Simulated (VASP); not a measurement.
A run of VASP 6.6.1:

Contents of INCAR:

```
  PREC = Accurate
  ENCUT = 600
  EDIFF = 1E-6
  ISMEAR = -1
  SIGMA = 0.1
  LREAL = F
  LASPH = T
  NELM = 120
  ALGO = Normal
  ISIF = 2
  LWAVE = F
  LCHARG = F
  GGA = PE
  NBANDS = 12
  GGA_COMPAT = F
```

KPOINTS

```
Automatic mesh
0
Gamma
  12 12 12
```

The input POSCAR:

```
MgF
1.0
    0.0000000000      2.3611250000      2.3611250000
    2.3611250000      0.0000000000      2.3611250000
    2.3611250000      2.3611250000      0.0000000000
Mg F
1 1
Direct
    0.0000000000      0.0000000000      0.0000000000
    0.5000000000      0.5000000000      0.5000000000
```

Potentials or basis: VASP PAW PBE potentials, release 64 (Mg, F).

Run with:

```sh
$ cat potpaw_PBE.64/Mg/POTCAR potpaw_PBE.64/F/POTCAR > POTCAR
$ mpirun -np 1 vasp_std > vasp.out
```

Hardware: 1 thread of Intel(R) Xeon(R) Platinum 8488C (Sapphire Rapids) (shared host).

Estimate the wall time of this run.

It took 18 s on 1 thread of Intel(R) Xeon(R) Platinum 8488C (Sapphire Rapids), with other jobs on the host, peak memory 0.17 GiB. Counts: scf iterations 12, k points 72.
